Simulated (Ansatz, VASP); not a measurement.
# Pb in VASP and in Ansatz

The input INCAR:

```
SYSTEM = Pb
PREC = Accurate
ENCUT = 520
EDIFF = 1E-7
ISMEAR = -1
SIGMA = 0.1
LREAL = .False.
LASPH = .True.
NELM = 80
ALGO = Normal
ISIF = 2
LWAVE = .False.
LCHARG = .False.
GGA = PS
NBANDS = 13
```

The input KPOINTS:

```
regular mesh
0
Gamma
  15 15 15
  0 0 0
```

Contents of POSCAR:

```
Pb
1.0
    0.0000000000      2.0215473687      2.0215473687
    2.0215473687      0.0000000000      2.0215473687
    2.0215473687      2.0215473687      0.0000000000
Pb
1
Direct
    0.0000000000      0.0000000000      0.0000000000
```

Input for Ansatz:

```yaml
crystal:
  lattice:
    - [0.0, 2.0215473687, 2.0215473687]
    - [2.0215473687, 0.0, 2.0215473687]
    - [2.0215473687, 2.0215473687, 0.0]
  atoms:
    - { symbol: Pb, position: [0.0, 0.0, 0.0] }
kpoints:
  mp_grid: { grid: [15, 15, 15] }
scf:
  occupations: { method: fermi_dirac, width: 0.1 }
hamiltonian:
  xc: pbesol
  pseudopotentials: { kind: all_electron, lapw: { basis_error: 0.001 } }
output:
  forces: true
  stress: true
  eigenvalues: true
  populations: true
```

Change from the starting cell: volume scaled by 0.55, LAPW.

Alike in both runs: task single point; functional PBEsol; k mesh 15 × 15 × 15; occupations fermi-dirac, width 0.1 eV; no spin polarisation.

|  | VASP | Ansatz |
| --- | --- | --- |
| version | VASP 6.6.1 | Ansatz 0.2.0 |
| potentials or method | VASP PAW PBE potentials, release 64 (Pb_d), cutoff 520 eV | all-electron LAPW, scalar-relativistic |

```tsv
	VASP	Ansatz	Ansatz less VASP
pressure (GPa)	123.4	123.4	+0.01
```

VASP's potentials were made for PBE, not for PBEsol. Both programs put the cell under a high pressure, so it lies far from rest at this level. Ansatz ran all-electron here, and VASP with PAW potentials.

Spin-orbit coupling is off throughout. Noted on VASP's run: the cell as given lies far from equilibrium.
